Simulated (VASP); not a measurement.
Write the native input for VASP 6.6.1 that does the following.

| Quantity | Value |
| --- | --- |
| Task | single point |
| Functional | PBE |
| Potentials or basis | VASP PAW PBE potentials, release 64 (K_sv, Br) |
| Cutoff | 520 eV |
| k mesh | 6 × 6 × 6 |
| Occupations | gaussian, width 0.05 eV |
| Spin | no spin polarisation |
| Dipole correction | no |
| Further INCAR settings | ALGO = Normal; EDIFF = 1e-07; NBANDS = 15 |

The structure of KBr lies in POSCAR:

```
KBr
1.0
    0.0000000000      3.2925000000      3.2925000000
    3.2925000000      0.0000000000      3.2925000000
    3.2925000000      3.2925000000      0.0000000000
K Br
1 1
Direct
    0.0000000000      0.0000000000      0.0000000000
    0.4597319601      0.5000000000      0.5000000000
```

This cell differs from its parent crystal: all Br atoms moved +0.188 Å, as atom 2 towards its neighbour atom 2 (Br) at 4.656 Å.

The input as run:

INCAR

```
SYSTEM = KBr
PREC = Accurate
ENCUT = 520
EDIFF = 1E-7
ISMEAR = 0
SIGMA = 0.05
LREAL = .FALSE.
LASPH = .TRUE.
NELM = 60
ALGO = Normal
ISIF = 2
LWAVE = .FALSE.
LCHARG = .FALSE.
GGA = PE
NBANDS = 15
```

KPOINTS

```
Automatic mesh
0
G
  6 6 6
  0 0 0
```

Potentials or basis: VASP PAW PBE potentials, release 64 (K_sv, Br).

The run is started by

```bash
$ cat potpaw_PBE.64/K_sv/POTCAR potpaw_PBE.64/Br/POTCAR > POTCAR
$ mpirun -np 1 vasp_std > vasp.out
```

Results of the run:

The pressure is 1.1 GPa and the largest force is 0.247 eV/Å. The band gap on the k mesh is 4.46 eV, direct.

Caveat: the cell differs from its parent crystal (all Br atoms moved +0.188 Å, as atom 2 towards its neighbour atom 2 (Br) at 4.656 Å).

It took 79 s on 1 thread of Intel Xeon 8259CL (shared host), peak memory 0.23 GiB.
